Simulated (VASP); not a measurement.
# BN (Fmm2) in VASP: a series of runs

BN is run at these levels: PBEsol; tasks: single point.

All numbers are computed with VASP 6.6.1; they aren't measurements. Logs are shortened: lines on timing, memory, paths and dates and some standing lists are left out, and cuts for length are marked.

## (1) The cell of the first run

It takes space group Fmm2 (No. 42, orthorhombic). Conventional cell: a = 2.503 Å, b = 6.991 Å, c = 4.332 Å, α = 90.00°, β = 90.00°, γ = 90.00°. B (site symmetry mm2) has 3 N at 1.44 Å within 1.9 Å. N (site symmetry mm2) has 3 B at 1.44 Å within 1.9 Å.

## (2) Single point, PBEsol

Contents of INCAR:

```
PREC     = Accurate       # precision mode
ENCUT    = 520            # plane-wave cutoff, eV
EDIFF    = 1E-6           # SCF threshold, eV
ISMEAR   = -1             # smearing method
SIGMA    = 0.02           # smearing width, eV
LREAL    = False          # projectors in reciprocal space
LASPH    = True           # aspherical terms in the spheres
NELM     = 60             # most SCF steps
ALGO     = Normal         # electronic algorithm
ISIF     = 2              # what is computed and relaxed
LWAVE    = False          # write WAVECAR
LCHARG   = True           # write CHGCAR
GGA      = PS             # functional
LELF     = True           # ELF
LVHAR    = True         
NBANDS   = 11             # bands
```

Contents of KPOINTS:

```
regular mesh
0
Gamma
  5 5 5
```

Contents of POSCAR:

```
BN
1.0
    0.0000000000      3.4953200000      2.1660900000
    1.2516300000      0.0000000000      2.1660900000
    1.2516300000      3.4953200000      0.0000000000
B N
1 1
Direct
    0.0000500000      0.0000500000      0.9999500000
    0.6666666667      0.6666666667      0.3333333333
```

Potentials or basis: VASP PAW PBE potentials, release 64 (B, N).

Run with:

```
$ cat potpaw_PBE.64/B/POTCAR potpaw_PBE.64/N/POTCAR > POTCAR
$ mpirun -np 1 vasp_std > vasp.out
```

OUTCAR:

```text
PREC = Accurate
   ENCUT = 520
   EDIFF = 1E-6
   ISMEAR = -1
   LREAL = False
   LASPH = True
   NELM = 60
   ISIF = 2
   GGA = PS

 ion  position               nearest neighbor table
   1  0.000  0.000  1.000-   2 1.44   2 1.44   2 1.44
   2  0.667  0.667  0.333-   1 1.44   1 1.44   1 1.44

  LATTYP: Found a face centered orthorhombic cell.
 ALAT       =     2.5032600000
 B/A-ratio  =     1.7306152777
 C/A-ratio  =     2.7926144308

  Lattice vectors:

 A1 = (  -0.0000000000,   3.4953200000,   2.1660900000)
 A2 = (  -1.2516300000,   3.4953200000,   0.0000000000)
 A3 = (  -1.2516300000,   0.0000000000,   2.1660900000)

Analysis of symmetry for initial positions (statically):
=====================================================================
 Subroutine PRICEL returns:
 Original cell was already a primitive cell.

 Routine SETGRP: Setting up the symmetry group for a
 face centered orthorhombic supercell.

 Subroutine GETGRP returns: Found  4 space group operations
 (whereof  4 operations were pure point group operations)
 out of a pool of  8 trial point group operations.

The static configuration has the point symmetry C_2v.

Analysis of symmetry for dynamics (positions and initial velocities):
=====================================================================
 Subroutine PRICEL returns:
 Original cell was already a primitive cell.

 Routine SETGRP: Setting up the symmetry group for a
 face centered orthorhombic supercell.

 Subroutine GETGRP returns: Found  4 space group operations
 (whereof  4 operations were pure point group operations)
 out of a pool of  8 trial point group operations.

The dynamic configuration has the point symmetry C_2v.

 Subroutine INISYM returns: Found  4 space group operations
 (whereof  4 operations are pure point group operations),
 and found     1 'primitive' translations

----------------------------------------------------------------------------------------

                                     Primitive cell

  volume of cell :      18.9526

  direct lattice vectors                    reciprocal lattice vectors
     0.000000000  3.495320000  2.166090000    -0.399479079  0.143048419  0.230830667
     1.251630000  0.000000000  2.166090000     0.399479079 -0.143048419  0.230830667
     1.251630000  3.495320000  0.000000000     0.399479079  0.143048419 -0.230830667

  length of vectors
     4.112080713  2.501704128  3.712659365     0.483041594  0.483041594  0.483041594

  position of ions in fractional coordinates (direct lattice)
     0.000050000  0.000050000  0.999950000
     0.666666667  0.666666667  0.333333333

  ion indices of the primitive-cell ions
   primitive index   ion index
                 1           1
                 2           2

----------------------------------------------------------------------------------------

 KPOINTS: regular mesh

Automatic generation of k-mesh.
 Grid dimensions read from file:
 generate k-points for:    5    5    5

 Generating k-lattice:

  Cartesian coordinates                     Fractional coordinates (reciprocal lattice)
    -0.079895816  0.028609684  0.046166133     0.200000000  0.000000000  0.000000000
     0.079895816 -0.028609684  0.046166133     0.000000000  0.200000000  0.000000000
     0.079895816  0.028609684 -0.046166133    -0.000000000 -0.000000000  0.200000000

  Length of vectors
     0.096608319  0.096608319  0.096608319

  Shift w.r.t. Gamma in fractional coordinates (k-lattice)
     0.000000000  0.000000000  0.000000000

 Subroutine IBZKPT returns following result:
 ===========================================

 Found     27 irreducible k-points:

 Following reciprocal coordinates:
            Coordinates               Weight
  0.000000  0.000000  0.000000      1.000000
  0.200000  0.000000 -0.000000      8.000000
  0.400000 -0.000000 -0.000000      8.000000
  0.200000  0.200000  0.000000      2.000000
  0.400000  0.200000  0.000000      8.000000
 -0.400000  0.200000  0.000000      8.000000
[... 16 lines left out ...]
 -0.400000  0.000000  0.400000      4.000000
 -0.400000  0.200000  0.400000      4.000000
 [... further k-points ...]
   k-points           NKPTS =     27   k-points in BZ     NKDIM =     27   number of bands    NBANDS=     11
   number of dos      NEDOS =    301   number of ions     NIONS =      2
   total plane-waves  NPLWV =  17920
   dimension x,y,z NGX =    32 NGY =   20 NGZ =   28
   dimension x,y,z NGXF=    64 NGYF=   40 NGZF=   56
   ions per type =               1   1
   NGX,Y,Z   is equivalent  to a cutoff of  12.94, 13.29, 12.54 a.u.
   NGXF,Y,Z  is equivalent  to a cutoff of  25.87, 26.58, 25.08 a.u.
 SYSTEM =  unknown system
   PREC   = accura    normal or accurate (medium, high low for compatibility)
   ISTART =      0    job   : 0-new  1-cont  2-samecut
   ICHARG =      2    charge: 1-file 2-atom 10-const
   ISPIN  =      1    spin polarized calculation?
   LNONCOLLINEAR =      F non collinear calculations
   LSORBIT =      F    spin-orbit coupling
   LASPH  =      T    aspherical Exc in radial PAW
   ENCUT  =  520.0 eV  38.22 Ry    6.18 a.u.   7.65  4.65  6.90*2*pi/ulx,y,z
   NELM   =     60;   NELMIN=  2; NELMDL= -5     # of ELM steps
   EDIFF  = 0.1E-05   stopping-criterion for ELM
   LREAL  =      F    real-space projection
   EDIFFG = 0.1E-04   stopping-criterion for IOM
   NSW    =      0    number of steps for IOM
   IBRION =     -1    ionic relax: 0-MD 1-quasi-New 2-CG
   NFREE  =      0    steps in history (QN), initial steepest desc. (CG)
   ISIF   =      2    stress and relaxation
   ISYM   =      2    0-nonsym 1-usesym 2-fastsym
   POTIM  = 0.5000    time-step for ionic-motion
   TEBEG  =    0.0;   TEEND  =   0.0 temperature during run
   PSTRESS=    0.0 pullay stress
   NELECT =       8.0000    total number of electrons
   NUPDOWN=      -1.0000    fix difference up-down
   EMIN   =  10.00;   EMAX   =-10.00  energy-range for DOS
   EFERMI =   0.00;   METHOD = LEGACY
   ISMEAR =    -1;   SIGMA  =   0.02  broadening in eV -4-tet -1-fermi 0-gaus
   EFERMI_NEDOS =   21; number of points for ismear=-14 and -15
   IALGO  =     38    algorithm
   IMIX   =      4    mixing-type and parameters
     AMIX     =   0.40;   BMIX     =  1.00
     AMIX_MAG =   1.60;   BMIX_MAG =  1.00
  volume/ion in A,a.u.               =       9.48        63.95
  Fermi-wavevector in a.u.,A,eV,Ry     =   1.228047  2.320673 20.518942  1.508100
  Thomas-Fermi vector in A             =   2.362987
   LORBIT       =      0    0 simple, 1 ext, 2 COOP (PROOUT), +10 PAW based schemes
   GGA     = PS    functional components
   LHFCALC =     F    Hartree Fock is set to
   AEXX    =    0.0000 exact exchange contribution
   IVDW    =     0    specifies the selected vdW correction
   LEPSILON=     F    determine dielectric tensor
   LRPA    =     F    only Hartree local field effects (RPA)
 non-spin polarized calculation
  energy-cutoff  :      520.00
  volume of cell :       18.95
 maximum number of plane-waves:       524
   NGX = 15   NGY =  9   NGZ = 13

 number of electron       8.0000000 magnetization

 Free energy of the ion-electron system (eV)
  ---------------------------------------------------
  ext. energy  EPLUGINS =         0.00000000
  ---------------------------------------------------
  free energy    TOTEN  =       -18.27560343 eV

  energy without entropy =      -18.27560343  energy(sigma->0) =      -18.27560343

 E-fermi :   2.2131     XC(G=0):  -9.9629

 val. band max:        1.7193634027   @ k =  -0.4000   0.4000   0.0000
 cond. band min:       5.9171371242   @ k =   0.0000   0.4000   0.4000
 fundamental gap:      4.1977737215
 Fermi energy:         2.2131473595

 k-point     1 :       0.0000    0.0000    0.0000
  band No.  band energies     occupation
      1     -15.9264      2.00000
      2      -2.6083      2.00000
      3       0.5075      2.00000
      4       0.5162      2.00000
      5       6.5689      0.00000
      6      13.3683      0.00000
      7      13.4273      0.00000
      8      14.8457      0.00000
      9      16.3100      0.00000
     10      27.2603      0.00000
     11      28.4720      0.00000

 k-point     2 :       0.2000    0.0000   -0.0000
  band No.  band energies     occupation
      1     -15.1429      2.00000
      2      -2.1832      2.00000
      3      -1.8121      2.00000
      4      -0.6822      2.00000
      5       8.1542      0.00000
      6      12.3815      0.00000
      7      13.0796      0.00000
      8      16.4503      0.00000
      9      18.3936      0.00000
     10      23.1714      0.00000
     11      27.6075      0.00000

 k-point     3 :       0.4000   -0.0000   -0.0000
  band No.  band energies     occupation
      1     -13.2361      2.00000
      2      -6.2584      2.00000
      3      -2.1029      2.00000
      4       0.2425      2.00000
      5       7.4440      0.00000
      6      11.4180      0.00000
      7      13.7735      0.00000
      8      18.5913      0.00000
      9      21.3924      0.00000
     10      22.2910      0.00000
     11      25.1940      0.00000

 k-point     4 :       0.2000    0.2000    0.0000
  band No.  band energies     occupation
      1     -15.1589      2.00000
      2      -2.2087      2.00000
      3      -1.6443      2.00000
      4      -0.6753      2.00000
      5       7.8265      0.00000
      6      12.6499      0.00000
      7      13.0765      0.00000
      8      16.5021      0.00000
      9      18.0994      0.00000
     10      25.1433      0.00000
     11      26.3830      0.00000

 k-point     5 :       0.4000    0.2000    0.0000
  band No.  band energies     occupation
      1     -13.7687      2.00000
      2      -4.7068      2.00000
      3      -2.9130      2.00000
      4      -0.0764      2.00000
      5       9.1455      0.00000
      6      10.7347      0.00000
      7      14.7725      0.00000
      8      16.9582      0.00000
      9      18.8492      0.00000
     10      22.0452      0.00000
     11      25.3977      0.00000
[... 211 lines left out ...]
 k-point    21 :       0.4000   -0.2000    0.2000
  band No.  band energies     occupation
      1     -13.6601      2.00000
      2      -4.6892      2.00000
      3      -2.9401      2.00000
      4      -1.1218      2.00000
      5       9.0081      0.00000
      6      14.3666      0.00000
      7      14.7296      0.00000
      8      16.5168      0.00000
      9      20.5368      0.00000
     10      22.2114      0.00000
     11      23.5267      0.00000

 k-point    22 :       0.4000    0.0000    0.4000
  band No.  band energies     occupation
      1     -15.7447      2.00000
      2      -4.1519      2.00000
      3       0.4945      2.00000
      4       0.5148      2.00000
      5      10.7097      0.00000
      6      13.3299      0.00000
      7      13.3926      0.00000
      8      14.0209      0.00000
      9      17.2641      0.00000
     10      22.8359      0.00000
     11      27.1229      0.00000

 k-point    23 :      -0.4000    0.0000    0.4000
  band No.  band energies     occupation
      1     -14.9777      2.00000
      2      -3.2212      2.00000
      3      -2.1800      2.00000
      4      -0.6823      2.00000
      5      10.8721      0.00000
      6      12.6521      0.00000
      7      15.8679      0.00000
      8      16.2889      0.00000
      9      16.4533      0.00000
     10      23.1099      0.00000
     11      27.1579      0.00000

 k-point    24 :      -0.4000    0.2000    0.4000
  band No.  band energies     occupation
      1     -14.9939      2.00000
      2      -3.0991      2.00000
      3      -2.1259      2.00000
      4      -0.7048      2.00000
      5      10.5339      0.00000
      6      12.5451      0.00000
      7      14.8434      0.00000
      8      16.4009      0.00000
      9      17.0540      0.00000
     10      23.5924      0.00000
     11      25.3515      0.00000

 [... further k-points ...]

------------------------ aborting loop because EDIFF is reached ----------------------------------------

  FORCE on cell =-STRESS in cart. coord.  units (eV):
  Direction    XX          YY          ZZ          XY          YZ          ZX
  --------------------------------------------------------------------------------------
  -------------------------------------------------------------------------------------
  Total        0.1546023      0.0055190      0.1610207      0.0000000      0.0000000      0.0000000
  in kB       13.0694468      0.4665515     13.6120309      0.0000000      0.0000000      0.0000000
  external PRESSURE =       9.0493430 kB  Pullay stress =       0.0000000 kB

 VOLUME and BASIS-vectors are now :
 -----------------------------------------------------------------------------
  energy-cutoff  :      520.00
  volume of cell :       18.95
      direct lattice vectors                 reciprocal lattice vectors
     0.000000000  3.495320000  2.166090000    -0.399479079  0.143048419  0.230830667
     1.251630000  0.000000000  2.166090000     0.399479079 -0.143048419  0.230830667
     1.251630000  3.495320000  0.000000000     0.399479079  0.143048419 -0.230830667

 POSITION                                       TOTAL-FORCE (eV/Angst)
 -----------------------------------------------------------------------------------
      1.25163      3.49532      0.00022         0.000000      0.000000      0.014192
      1.25163      3.49532      2.88812         0.000000      0.000000     -0.014192
 -----------------------------------------------------------------------------------
    total drift:                                0.000006     -0.000011     -0.000066

  FREE ENERGIE OF THE ION-ELECTRON SYSTEM (eV)
  ---------------------------------------------------
  free  energy   TOTEN  =       -18.2756034329 eV

  energy  without entropy=      -18.2756034329  energy(sigma->0) =      -18.27560343
```

Run time: 4.7 s. Hardware: 1 thread of AMD EPYC 9R45 (Zen 5), shared host; peak memory 0.11 GiB.

What came out:

| Property | Result |
| --- | --- |
| Free energy | -18.2756 eV |
| Pressure | 0.9 GPa |
| Largest force | 0.014 eV/Å |
| Band gap on the k mesh | 4.20 eV, indirect (least direct gap 4.91 eV) |

Forces in eV/Å, atoms in the order of the input:
```
B    0.000  0.000  0.014
N    0.000  0.000 -0.014
```

Caveat: the k points lie up to 0.61 Å⁻¹ apart; the PAW data sets were made with another functional, which shifts forces and pressure a little. A k mesh can miss the band edges.

## (3) Single point, PBEsol

Contents of INCAR:

```
  ALGO = Normal
  EDIFF = 1E-7
  ENCUT = 520
  GGA = PS
  ISIF = 2
  ISMEAR = -1
  LASPH = True
  LCHARG = True
  LELF = True
  LREAL = False
  LVHAR = True
  LWAVE = False
  NBANDS = 11
  NELM = 100
  PREC = Accurate
  SIGMA = 0.02
```

Contents of KPOINTS:

```
k-points
0
Gamma
  11 11 11
```

POSCAR is that of step 2.

Potentials or basis: VASP PAW PBE potentials, release 64 (B, N).

Run with:

```
$ cat potpaw_PBE.64/B/POTCAR potpaw_PBE.64/N/POTCAR > POTCAR
$ mpirun -np 1 vasp_std > vasp.out
```

Wall time 27 s (1 thread of AMD EPYC 9R45 (Zen 5), shared host); peak memory 0.14 GiB.

The run converged. Its results:

| Quantity | Value |
| --- | --- |
| Free energy | -18.2833 eV |
| Pressure | 0.9 GPa |
| Largest force | 0.013 eV/Å |
| Band gap on the k mesh | 3.76 eV, indirect (least direct gap 4.65 eV) |

Forces in eV/Å, atoms in the order of the input:
```
B    0.000  0.000  0.013
N    0.000  0.000 -0.013
```

Stress tensor (GPa, compression positive):
```
1.22 0.00 0.00
0.00 0.07 0.00
0.00 0.00 1.27
```

Levels at points of the mesh, in eV from the valence-band top:
```
           k point  band 1  band 2  band 3  band 4  band 5  band 6  band 7  band 8
(0.00, 0.00, 0.00)  -17.88   -4.56   -1.45   -1.44    4.62   11.42   11.47   12.89
```

Caveat: the PAW data sets were made with another functional, which shifts forces and pressure a little.

## (4) Single point, PBEsol

Contents of INCAR:

```
SYSTEM = BN
PREC = Accurate
ENCUT = 520
EDIFF = 1E-7
ISMEAR = -1
SIGMA = 0.02
LREAL = .False.
LASPH = .True.
NELM = 80
ALGO = Normal
ISIF = 2
LWAVE = .False.
LCHARG = .False.
GGA = PS
NBANDS = 11
```

Contents of KPOINTS:

```
regular mesh
0
Gamma
  11 11 11
  0 0 0
```

POSCAR is that of step 3.

Run with:

```
$ cat potpaw_PBE.64/B/POTCAR potpaw_PBE.64/N/POTCAR > POTCAR
$ mpirun -np 1 vasp_std > vasp.out
```

Run time: 27 s. Hardware: 1 thread of AMD EPYC 9R45 (Zen 5), shared host; peak memory 0.14 GiB.

The run converged. Its results:

* Free energy: -18.2833 eV
* Pressure: 0.9 GPa
* Largest force: 0.013 eV/Å
* Band gap on the k mesh: 3.76 eV, indirect (least direct gap 4.65 eV)

Forces in eV/Å, atoms in the order of the input:
```
B    0.000  0.000  0.013
N    0.000  0.000 -0.013
```

Stress tensor (GPa, compression positive):
```
1.22 0.00 0.00
0.00 0.07 0.00
0.00 0.00 1.27
```

Levels at points of the mesh, in eV from the valence-band top:
```csv
k point,band 1,band 2,band 3,band 4,band 5,band 6,band 7,band 8,band 9
"(0.00, 0.00, 0.00)",-17.88,-4.56,-1.45,-1.44,4.62,11.42,11.47,12.89,14.36
```

Caveat: the PAW data sets were made with another functional, which shifts forces and pressure a little.
